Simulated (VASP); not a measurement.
The system is Si.

```xyz
2
Lattice="-2.3714 2.3714 1.3293 2.3714 -2.3714 1.3293 2.3714 2.3714 -1.3293" Properties=species:S:1:pos:R:3 pbc="T T T"
Si    0.0000    0.0000    1.3293
Si    2.3714    0.0000    0.6646
```

Base run:

| Item | Value |
| --- | --- |
| Program | VASP 6.6.1 |
| Functional | r2SCAN |
| Potentials or basis | VASP PAW PBE potentials, release 64 (Si) |
| Cutoff | 520 eV |
| k mesh | 11 × 11 × 11 |
| Occupations | fermi-dirac, width 0.05 eV |
| Spin | no spin polarisation |

Its results: band gap on the k mesh zero (bands 4 and 5 overlap by 6.34 eV); pressure 2.3 GPa.

Task: The run is repeated on the same cell with these changes: functional from r2SCAN to HSE06; k mesh from 11 × 11 × 11 to 8 × 8 × 8. What comes out?

Result: Band gap on the k mesh zero (bands 4 and 5 overlap by 6.08 eV); pressure 1.2 GPa.

Several settings changed at once.

Caveats: the PAW data sets were made with another functional, which shifts forces and pressure a little.
